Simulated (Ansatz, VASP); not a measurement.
Given: the input of a run of VASP 6.6.1 on Ta.

POSCAR

```
Ta
1.0
    2.8411641924      0.0000000000      0.0000000000
   -1.4205820962      2.4605203670      0.0000000000
    0.0000000000      0.0000000000      5.0608102442
Ta
2
Direct
    0.3333333333      0.6666666667      0.2500000000
    0.6666666667      0.3333333333      0.7500000000
```

Contents of INCAR.step1:

```
SYSTEM = Ta
PREC     = Accurate       ! precision mode
ENCUT    = 520            ! plane-wave cutoff, eV
ISMEAR   = -1             ! smearing method
SIGMA    = 0.05           ! smearing width, eV
LREAL    = .FALSE.        ! projectors in reciprocal space
LASPH    = .TRUE.         ! aspherical terms in the spheres
NELM     = 100            ! most SCF steps
NBANDS   = 18             ! bands
GGA      = PE             ! functional
ALGO     = Normal         ! electronic algorithm
EDIFF    = 1E-4           ! SCF threshold, eV
LWAVE    = .TRUE.         ! write WAVECAR
LCHARG   = .FALSE.        ! write CHGCAR
```

Contents of INCAR.step2:

```
SYSTEM = Ta
PREC     = Accurate       ! precision mode
ENCUT    = 520            ! plane-wave cutoff, eV
EDIFF    = 1E-6           ! SCF threshold, eV
ISMEAR   = -1             ! smearing method
SIGMA    = 0.05           ! smearing width, eV
LREAL    = .FALSE.        ! projectors in reciprocal space
LASPH    = .TRUE.         ! aspherical terms in the spheres
NELM     = 100            ! most SCF steps
ALGO     = Normal         ! electronic algorithm
ISIF     = 2              ! what is computed and relaxed
LWAVE    = .FALSE.        ! write WAVECAR
LCHARG   = .TRUE.         ! write CHGCAR
METAGGA  = R2SCAN         ! meta-GGA
LMIXTAU  = .TRUE.       
LELF     = .TRUE.         ! ELF
LVHAR    = .TRUE.       
NBANDS   = 18             ! bands
ISTART   = 1
```

File KPOINTS:

```
regular mesh
0
G
  11 11 5
  0 0 0
```

Potentials or basis: VASP PAW PBE potentials, release 64 (Ta_pv).

The run is started by

```bash
$ cat potpaw_PBE.64/Ta_pv/POTCAR > POTCAR
$ cp INCAR.step1 INCAR
$ mpirun -np 1 vasp_std > vasp.out
$ cp INCAR.step2 INCAR
$ mpirun -np 1 vasp_std > vasp.out
```

Question: Set up the same calculation for Ansatz 0.2.0. Potentials there: Ansatz PAW.

Answer: As run (the cutoff follows the program's own potentials):

Contents of input.yaml:

```yaml
crystal:
  lattice:
    - [2.8411641924, 0.0, 0.0]
    - [-1.4205820962, 2.460520367, 0.0]
    - [0.0, 0.0, 5.0608102442]
  atoms:
    - { symbol: Ta, position: [0.3333333333, 0.6666666667, 0.25] }
    - { symbol: Ta, position: [0.6666666667, 0.3333333333, 0.75] }
hamiltonian:
  xc: r2scan
  pseudopotentials: { kind: paw }
kpoints:
  mp_grid: { grid: [11, 11, 5] }
scf:
  occupations: { method: fermi_dirac, width: 0.05 }
output:
  forces: true
  stress: true
  eigenvalues: true
```

Potentials or basis: Ansatz PAW.

The run is started by

```sh
$ ansatz run input.yaml --threads 2 --pin off --max-ram 5632MiB --backend cpu --events-out ev --progress --plain --runs-dir out
```

Both were run:

|  | VASP | Ansatz | Ansatz less VASP |
| --- | --- | --- | --- |
| gap on the k mesh at the Fermi level (eV) | none | none | - |
| pressure (GPa) | 9.9 | 9.3 | -0.68 |
| traceless stress, the component that is largest in VASP (GPa) | 0.48 | 0.46 | -0.021 |

VASP's potentials were made for PBE, not for r2SCAN. A gap of «none» marks a metal or a gap that the smearing closes. VASP's potentials hold 22 valence electrons a cell and Ansatz's 26, so a difference there can come from the potentials and not from the codes.

Neither program's run includes spin-orbit coupling.
